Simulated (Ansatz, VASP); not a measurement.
## InBi3O: VASP beside Ansatz

Contents of INCAR:

```
ALGO     = Fast           # electronic algorithm
EDIFF    = 1E-6           # SCF threshold, eV
EDIFFG   = -0.01          # ionic threshold
ENCUT    = 600            # plane-wave cutoff, eV
GGA      = PE             # functional
IBRION   = 2              # ionic algorithm
ISIF     = 3              # what is computed and relaxed
ISMEAR   = 0              # smearing method
LASPH    = T              # aspherical terms in the spheres
LCHARG   = F              # write CHGCAR
LREAL    = F              # projectors in reciprocal space
LWAVE    = F              # write WAVECAR
NELM     = 60             # most SCF steps
NSW      = 100            # ionic steps
PREC     = Accurate       # precision mode
SIGMA    = 0.1            # smearing width, eV
```

The input KPOINTS:

```
k-points
0
Gamma
  6 6 6
```

POSCAR

```
InBi3O
1.0
    5.0132235787      0.0000000000      0.0000000000
    0.0000000000      5.0132235787      0.0000000000
    0.0000000000      0.0000000000      5.0132235787
In Bi O
1 3 1
Direct
    0.0000000000      0.0000000000      0.0000000000
    0.0000000000      0.5000000000      0.5000000000
    0.5000000000      0.0000000000      0.5000000000
    0.5000000000      0.5000000000      0.0000000000
    0.5000000000      0.5000000000      0.5000000000
```

Input for Ansatz:

```yaml
crystal:
  lattice:
    - [5.0132235787, 0.0, 0.0]
    - [0.0, 5.0132235787, 0.0]
    - [0.0, 0.0, 5.0132235787]
  atoms:
    - { symbol: In, position: [0.0, 0.0, 0.0] }
    - { symbol: Bi, position: [0.0, 0.5, 0.5] }
    - { symbol: Bi, position: [0.5, 0.0, 0.5] }
    - { symbol: Bi, position: [0.5, 0.5, 0.0] }
    - { symbol: O, position: [0.5, 0.5, 0.5] }
basis:
  ecutwfc: 420
kpoints:
  mp_grid: { grid: [6, 6, 6] }
hamiltonian:
  xc: pbe
scf:
  occupations: { method: gaussian, width: 0.1 }
output:
  forces: true
  stress: true
  eigenvalues: true
relax:
  adjacent_minimum: "off"
  f_tol: 0.01
  max_steps: 80
  cell: { stress_tol: 0.05 }
```

Alike in both runs: task relaxation of cell and atoms; functional PBE; k mesh 6 × 6 × 6; occupations gaussian, width 0.1 eV; no spin polarisation.

```csv
,VASP,Ansatz
version,VASP 6.6.1,Ansatz 0.2.0
potentials or method,"VASP PAW PBE potentials, release 64 (In_d, Bi_d, O), cutoff 600 eV","scalar-relativistic, plane waves, PAW"
valence electrons in the cell,64,64
```

```tsv
	VASP	Ansatz	Ansatz less VASP
gap on the k mesh at the Fermi level, each at its own relaxed structure (eV)	none	none	-
relaxed volume (Å³/atom)	25.91	25.91	-0.004
relaxed length of the cell vector where the two differ most in proportion (Å)	5.060	5.060	-0.0003
```

A gap of «none» marks a metal or a gap that the smearing closes.

Neither program's run includes spin-orbit coupling.
